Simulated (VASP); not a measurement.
Wanted: the native input for a VASP 6.6.1 run.

```yaml
Task: single point
Functional: r2SCAN
Potentials_or_basis: VASP PAW PBE potentials, release 64 (Sb)
Cutoff: 520 eV
k_mesh: 16 × 16 × 16
Occupations: gaussian, width 0.15 eV
Spin: no spin polarisation
Dipole_correction: no
Further_INCAR_settings: ALGO = Normal; EDIFF = 1e-06; NBANDS = 8
```

The system is Sb.

```
Sb
1.0
     3.06118    0.00000    0.00000
     0.00000    3.06118    0.00000
     0.00000    0.00000    3.36730
Sb
1
Direct
  0.00000 0.00000 0.00000
```

This cell differs from its parent crystal: ratio of the length along z to the lengths across it x 1.1, volume and fractional coordinates fixed.

These files were run (other wordings do the same):

POSCAR

```
Sb
1.0
    3.0611846074      0.0000000000      0.0000000000
    0.0000000000      3.0611846074      0.0000000000
    0.0000000000      0.0000000000      3.3673030682
Sb
1
Direct
    0.0000000000      0.0000000000      0.0000000000
```

INCAR.step1

```
PREC = Accurate ; ENCUT = 520
ISMEAR = 0 ; SIGMA = 0.15
LREAL = F ; LASPH = T
NELM = 60 ; NBANDS = 8
GGA = PE ; ALGO = Normal
EDIFF = 1E-4 ; LWAVE = T
LCHARG = F
```

INCAR.step2

```
PREC = Accurate ; ENCUT = 520
EDIFF = 1E-6 ; ISMEAR = 0
SIGMA = 0.15 ; LREAL = F
LASPH = T ; NELM = 60
ALGO = Normal ; ISIF = 2
LWAVE = F ; LCHARG = F
METAGGA = R2SCAN ; LMIXTAU = T
NBANDS = 8 ; ISTART = 1
```

KPOINTS

```
Automatic mesh
0
Gamma
  16 16 16
```

Potentials or basis: VASP PAW PBE potentials, release 64 (Sb).

The run is started by

```sh
$ cat potpaw_PBE.64/Sb/POTCAR > POTCAR
$ cp INCAR.step1 INCAR
$ mpirun -np 1 vasp_std > vasp.out
$ cp INCAR.step2 INCAR
$ mpirun -np 1 vasp_std > vasp.out
```

It gave:

```json
{
 "Pressure": "-2.7 GPa",
 "Band gap on the k mesh": "zero (an odd number of electrons rules out a gap without spin polarisation)"
}
```

Caveat: the PAW data sets were made with another functional, which shifts forces and pressure a little; spin-orbit coupling is left out, which moves the levels of the heavy elements.

Run time: 5.4 min on 1 thread of Intel Xeon 8259CL, with other jobs on the host, peak memory 0.23 GiB.
